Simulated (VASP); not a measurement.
# Rh (P6_3/mmc) in VASP: single point with PBEsol

Aim: the single point of Rh with PBEsol.

All numbers are computed with VASP 6.6.1; they aren't measurements. Logs are shortened: lines on timing, memory, paths and dates and some standing lists are left out, and cuts for length are marked.

**1. The cell of the first run**

The structure is hexagonal, space group P6_3/mmc (No. 194). The conventional cell has a = 2.689 Å, b = 2.689 Å, c = 4.329 Å, α = 90.00°, β = 90.00°, γ = 120.00°. Rh (site symmetry -6m2) has 12 Rh at 2.66 to 2.69 Å within 3.5 Å.

This isn't the form of Rh at room conditions, which is fcc.

**2. Single point, PBEsol**

Input file INCAR:

```
PREC = Accurate
ENCUT = 520
EDIFF = 1E-6
ISMEAR = 0
SIGMA = 0.1
LREAL = False
LASPH = True
NELM = 100
ALGO = Fast
ISIF = 2
LWAVE = False
LCHARG = False
GGA = PS
NBANDS = 22
```

Input file KPOINTS:

```
regular mesh
0
Gamma
  18 18 10
```

Input file POSCAR:

```
Rh
1.0
    2.6885636231      0.0000000000      0.0000000000
   -1.3442818116      2.3283643973      0.0000000000
    0.0000000000      0.0000000000      4.3285398095
Rh
2
Direct
    0.3333333333      0.6666666667      0.2500000000
    0.6666666667      0.3333333333      0.7500000000
```

Potentials or basis: VASP PAW PBE potentials, release 64 (Rh_pv).

Launch:

```
> cat potpaw_PBE.64/Rh_pv/POTCAR > POTCAR
> mpirun -np 1 vasp_std > vasp.out
```

OUTCAR:

```text
PREC = Accurate
   ENCUT = 520
   EDIFF = 1E-6
   ISMEAR = 0
   LREAL = False
   LASPH = True
   NELM = 100
   ISIF = 2
   GGA = PS

 ion  position               nearest neighbor table
   1  0.333  0.667  0.250-   2 2.66   2 2.66   2 2.66   2 2.66   2 2.66   2 2.66
   2  0.667  0.333  0.750-   1 2.66   1 2.66   1 2.66   1 2.66   1 2.66   1 2.66

  LATTYP: Found a hexagonal cell.
 ALAT       =     2.6885636231
 C/A-ratio  =     1.6099822866

  Lattice vectors:

 A1 = (   2.6885636231,   0.0000000000,   0.0000000000)
 A2 = (  -1.3442818116,   2.3283643973,   0.0000000000)
 A3 = (   0.0000000000,   0.0000000000,   4.3285398095)

Analysis of symmetry for initial positions (statically):
=====================================================================
 Subroutine PRICEL returns:
 Original cell was already a primitive cell.

 Routine SETGRP: Setting up the symmetry group for a
 hexagonal supercell.

 Subroutine GETGRP returns: Found 24 space group operations
 (whereof 12 operations were pure point group operations)
 out of a pool of 24 trial point group operations.

The static configuration has the point symmetry D_3d.
 The point group associated with its full space group is D_6h.

Analysis of symmetry for dynamics (positions and initial velocities):
=====================================================================
 Subroutine PRICEL returns:
 Original cell was already a primitive cell.

 Routine SETGRP: Setting up the symmetry group for a
 hexagonal supercell.

 Subroutine GETGRP returns: Found 24 space group operations
 (whereof 12 operations were pure point group operations)
 out of a pool of 24 trial point group operations.

The dynamic configuration has the point symmetry D_3d.
 The point group associated with its full space group is D_6h.

 Subroutine INISYM returns: Found 24 space group operations
 (whereof 12 operations are pure point group operations),
 and found     1 'primitive' translations

----------------------------------------------------------------------------------------

                                     Primitive cell

  volume of cell :      27.0965

  direct lattice vectors                    reciprocal lattice vectors
     2.688563623  0.000000000  0.000000000     0.371945819  0.214743019  0.000000000
    -1.344281812  2.328364397  0.000000000     0.000000000  0.429486038  0.000000000
     0.000000000  0.000000000  4.328539809     0.000000000  0.000000000  0.231024790

  length of vectors
     2.688563623  2.688563623  4.328539809     0.429486038  0.429486038  0.231024790

  position of ions in fractional coordinates (direct lattice)
     0.333333333  0.666666667  0.250000000
     0.666666667  0.333333333  0.750000000

  ion indices of the primitive-cell ions
   primitive index   ion index
                 1           1
                 2           2

----------------------------------------------------------------------------------------

 KPOINTS: regular mesh

Automatic generation of k-mesh.
 Grid dimensions read from file:
 generate k-points for:   18   18   10

 Generating k-lattice:

  Cartesian coordinates                     Fractional coordinates (reciprocal lattice)
     0.020663657  0.011930168  0.000000000     0.055555556  0.000000000  0.000000000
     0.000000000  0.023860335  0.000000000     0.000000000  0.055555556  0.000000000
     0.000000000  0.000000000  0.023102479     0.000000000  0.000000000  0.100000000

  Length of vectors
     0.023860335  0.023860335  0.023102479

  Shift w.r.t. Gamma in fractional coordinates (k-lattice)
     0.000000000  0.000000000  0.000000000

 Subroutine IBZKPT returns following result:
 ===========================================

 Found    222 irreducible k-points:

 Following reciprocal coordinates:
            Coordinates               Weight
  0.000000  0.000000  0.000000      1.000000
  0.055556  0.000000  0.000000      6.000000
  0.111111  0.000000  0.000000      6.000000
  0.166667  0.000000  0.000000      6.000000
  0.222222  0.000000  0.000000      6.000000
  0.277778  0.000000  0.000000      6.000000
[... 16 lines left out ...]
  0.333333  0.111111  0.000000     12.000000
  0.388889  0.111111  0.000000     12.000000
 [... further k-points ...]
   k-points           NKPTS =    222   k-points in BZ     NKDIM =    222   number of bands    NBANDS=     22
   number of dos      NEDOS =    301   number of ions     NIONS =      2
   total plane-waves  NPLWV =  12800
   dimension x,y,z NGX =    20 NGY =   20 NGZ =   32
   dimension x,y,z NGXF=    40 NGYF=   40 NGZF=   64
   ions per type =               2
   NGX,Y,Z   is equivalent  to a cutoff of  12.37, 12.37, 12.29 a.u.
   NGXF,Y,Z  is equivalent  to a cutoff of  24.73, 24.73, 24.58 a.u.
 SYSTEM =  unknown system
   PREC   = accura    normal or accurate (medium, high low for compatibility)
   ISTART =      0    job   : 0-new  1-cont  2-samecut
   ICHARG =      2    charge: 1-file 2-atom 10-const
   ISPIN  =      1    spin polarized calculation?
   LNONCOLLINEAR =      F non collinear calculations
   LSORBIT =      F    spin-orbit coupling
   LASPH  =      T    aspherical Exc in radial PAW
   ENCUT  =  520.0 eV  38.22 Ry    6.18 a.u.   5.00  5.00  8.05*2*pi/ulx,y,z
   NELM   =    100;   NELMIN=  2; NELMDL= -5     # of ELM steps
   EDIFF  = 0.1E-05   stopping-criterion for ELM
   LREAL  =      F    real-space projection
   EDIFFG = 0.1E-04   stopping-criterion for IOM
   NSW    =      0    number of steps for IOM
   IBRION =     -1    ionic relax: 0-MD 1-quasi-New 2-CG
   NFREE  =      0    steps in history (QN), initial steepest desc. (CG)
   ISIF   =      2    stress and relaxation
   ISYM   =      2    0-nonsym 1-usesym 2-fastsym
   POTIM  = 0.5000    time-step for ionic-motion
   TEBEG  =    0.0;   TEEND  =   0.0 temperature during run
   PSTRESS=    0.0 pullay stress
   NELECT =      30.0000    total number of electrons
   NUPDOWN=      -1.0000    fix difference up-down
   EMIN   =  10.00;   EMAX   =-10.00  energy-range for DOS
   EFERMI =   0.00;   METHOD = LEGACY
   ISMEAR =     0;   SIGMA  =   0.10  broadening in eV -4-tet -1-fermi 0-gaus
   EFERMI_NEDOS =   21; number of points for ismear=-14 and -15
   IALGO  =     68    algorithm
   IMIX   =      4    mixing-type and parameters
     AMIX     =   0.40;   BMIX     =  1.00
     AMIX_MAG =   1.60;   BMIX_MAG =  1.00
  volume/ion in A,a.u.               =      13.55        91.43
  Fermi-wavevector in a.u.,A,eV,Ry     =   1.693601  3.200441 39.025363  2.868283
  Thomas-Fermi vector in A             =   2.774977
   LORBIT       =      0    0 simple, 1 ext, 2 COOP (PROOUT), +10 PAW based schemes
   GGA     = PS    functional components
   LHFCALC =     F    Hartree Fock is set to
   AEXX    =    0.0000 exact exchange contribution
   IVDW    =     0    specifies the selected vdW correction
   LEPSILON=     F    determine dielectric tensor
   LRPA    =     F    only Hartree local field effects (RPA)
 non-spin polarized calculation
 RMM-DIIS sequential band-by-band and
 Gauss-broadening in eV      SIGMA  =   0.10
  energy-cutoff  :      520.00
  volume of cell :       27.10
 maximum number of plane-waves:       756
 NGX is ok and might be reduce to    20
   NGX =  9   NGY =  9   NGZ = 17

 number of electron      30.0000003 magnetization

 Free energy of the ion-electron system (eV)
  ---------------------------------------------------
  ext. energy  EPLUGINS =         0.00000000
  ---------------------------------------------------
  free energy    TOTEN  =       -16.20440438 eV

  energy without entropy =      -16.18886270  energy(sigma->0) =      -16.19663354

 E-fermi :  12.1370     XC(G=0): -14.3114

 val. band max:       12.1345865072   @ k =   0.3889   0.1667   0.0000
 cond. band min:      12.1378421091   @ k =   0.2778   0.0000   0.4000
 fundamental gap:      0.0032556019
 Fermi energy:        12.1370294327

 k-point     1 :       0.0000    0.0000    0.0000
  band No.  band energies     occupation
      1     -35.1301      2.00000
      2     -34.4249      2.00000
      3     -34.4249      2.00000
      4     -34.3280      2.00000
      5     -34.3090      2.00000
      6     -34.3090      2.00000
[... 14 lines left out ...]
     21      30.2617      0.00000
     22      30.8657      0.00000

 k-point     2 :       0.0556    0.0000    0.0000
  band No.  band energies     occupation
      1     -35.1225      2.00000
      2     -34.4420      2.00000
      3     -34.4305      2.00000
      4     -34.3313      2.00000
      5     -34.3269      2.00000
      6     -34.3117      2.00000
[... 14 lines left out ...]
     21      30.3890      0.00000
     22      30.9770      0.00000

 k-point     3 :       0.1111    0.0000    0.0000
  band No.  band energies     occupation
      1     -35.1000      2.00000
      2     -34.4913      2.00000
      3     -34.4465      2.00000
      4     -34.3778      2.00000
      5     -34.3410      2.00000
      6     -34.3195      2.00000
[... 14 lines left out ...]
     21      30.7247      0.00000
     22      31.0461      0.00000

 k-point     4 :       0.1667    0.0000    0.0000
  band No.  band energies     occupation
      1     -35.0642      2.00000
      2     -34.5668      2.00000
      3     -34.4705      2.00000
      4     -34.4548      2.00000
      5     -34.3574      2.00000
      6     -34.3318      2.00000
[... 14 lines left out ...]
     21      30.8673      0.00000
     22      30.9462      0.00000

 k-point     5 :       0.2222    0.0000    0.0000
  band No.  band energies     occupation
      1     -35.0174      2.00000
      2     -34.6596      2.00000
      3     -34.5474      2.00000
      4     -34.4992      2.00000
      5     -34.3804      2.00000
      6     -34.3476      2.00000
[... 14 lines left out ...]
     21      29.8468      0.00000
     22      30.0135      0.00000

 k-point     6 :       0.2778    0.0000    0.0000
  band No.  band energies     occupation
      1     -34.9626      2.00000
      2     -34.7585      2.00000
      3     -34.6439      2.00000
      4     -34.5290      2.00000
      5     -34.4097      2.00000
      6     -34.3649      2.00000
[... 14 lines left out ...]
     21      28.4357      0.00000
     22      28.9402      0.00000

 k-point     7 :       0.3333    0.0000    0.0000
  band No.  band energies     occupation
      1     -34.9042      2.00000
      2     -34.8514      2.00000
      3     -34.7329      2.00000
      4     -34.5565      2.00000
      5     -34.4440      2.00000
      6     -34.3815      2.00000
[... 324 lines left out ...]
      6     -34.3752      2.00000
[... 14 lines left out ...]
     21      27.6997      0.00000
     22      29.9234      0.00000

 k-point    21 :       0.2222    0.1111    0.0000
  band No.  band energies     occupation
      1     -34.9446      2.00000
      2     -34.7558      2.00000
      3     -34.6872      2.00000
      4     -34.5298      2.00000
      5     -34.4198      2.00000
      6     -34.3987      2.00000
[... 14 lines left out ...]
     21      26.6411      0.00000
     22      28.9860      0.00000

 k-point    22 :       0.2778    0.1111    0.0000
  band No.  band energies     occupation
      1     -34.8874      2.00000
      2     -34.8417      2.00000
      3     -34.7509      2.00000
      4     -34.5715      2.00000
      5     -34.4545      2.00000
      6     -34.4199      2.00000
[... 14 lines left out ...]
     21      25.5829      0.00000
     22      28.1818      0.00000

 k-point    23 :       0.3333    0.1111    0.0000
  band No.  band energies     occupation
      1     -34.9120      2.00000
      2     -34.8317      2.00000
      3     -34.8021      2.00000
      4     -34.6052      2.00000
      5     -34.4916      2.00000
      6     -34.4370      2.00000
[... 14 lines left out ...]
     21      24.6549      0.00000
     22      27.5005      0.00000

 k-point    24 :       0.3889    0.1111    0.0000
  band No.  band energies     occupation
      1     -34.9578      2.00000
      2     -34.8355      2.00000
      3     -34.7869      2.00000
      4     -34.6268      2.00000
      5     -34.5245      2.00000
      6     -34.4481      2.00000
[... 14 lines left out ...]
     21      24.0033      0.00000
     22      26.9440      0.00000

 [... further k-points ...]

------------------------ aborting loop because EDIFF is reached ----------------------------------------

  FORCE on cell =-STRESS in cart. coord.  units (eV):
  Direction    XX          YY          ZZ          XY          YZ          ZX
  --------------------------------------------------------------------------------------
  -------------------------------------------------------------------------------------
  Total        0.0120827      0.0120827      0.0157545     -0.0000000      0.0000000      0.0000000
  in kB        0.7144318      0.7144318      0.9315420     -0.0000000      0.0000000      0.0000000
  external PRESSURE =       0.7868019 kB  Pullay stress =       0.0000000 kB

 VOLUME and BASIS-vectors are now :
 -----------------------------------------------------------------------------
  energy-cutoff  :      520.00
  volume of cell :       27.10
      direct lattice vectors                 reciprocal lattice vectors
     2.688563623  0.000000000  0.000000000     0.371945819  0.214743019  0.000000000
    -1.344281812  2.328364397  0.000000000     0.000000000  0.429486038  0.000000000
     0.000000000  0.000000000  4.328539809     0.000000000  0.000000000  0.231024790

 POSITION                                       TOTAL-FORCE (eV/Angst)
 -----------------------------------------------------------------------------------
     -0.00000      1.55224      1.08213        -0.000000     -0.000000      0.000000
      1.34428      0.77612      3.24640         0.000000      0.000000      0.000000
 -----------------------------------------------------------------------------------
    total drift:                               -0.000000      0.000000     -0.000000

  FREE ENERGIE OF THE ION-ELECTRON SYSTEM (eV)
  ---------------------------------------------------
  free  energy   TOTEN  =       -16.2044043804 eV

  energy  without entropy=      -16.1888627048  energy(sigma->0) =      -16.19663354
```

It took 79 s on 1 thread of Intel Xeon 8259CL, shared host; peak memory 0.22 GiB.

Results:

- Free energy: -16.2044 eV
- Pressure: 0.1 GPa
- Band gap on the k mesh: zero (bands 15 and 16 overlap by 2.51 eV)

Levels at points of the mesh, in eV from the Fermi level:
| k point | band 11 | band 12 | band 13 | band 14 | band 15 | band 16 | band 17 | band 18 | band 19 | band 20 |
| --- | --- | --- | --- | --- | --- | --- | --- | --- | --- | --- |
| (0.00, 0.00, 0.00) | -3.14 | -2.59 | -2.59 | -2.01 | -2.01 | 0.13 | 0.13 | 0.66 | 8.78 | 15.78 |
| (0.50, 0.00, 0.00) | -2.79 | -2.31 | -2.28 | 0.41 | 0.66 | 0.74 | 3.03 | 5.15 | 10.38 | 10.90 |
| (0.00, 0.00, 0.50) | -3.26 | -3.26 | -3.26 | -3.26 | -0.46 | -0.46 | -0.46 | -0.46 | 14.87 | 14.87 |
| (0.50, 0.00, 0.50) | -1.76 | -1.76 | -0.36 | -0.36 | 0.61 | 0.61 | 2.63 | 2.63 | 9.41 | 9.41 |

Caveat: the PAW data sets were made with another functional, which shifts forces and pressure a little.
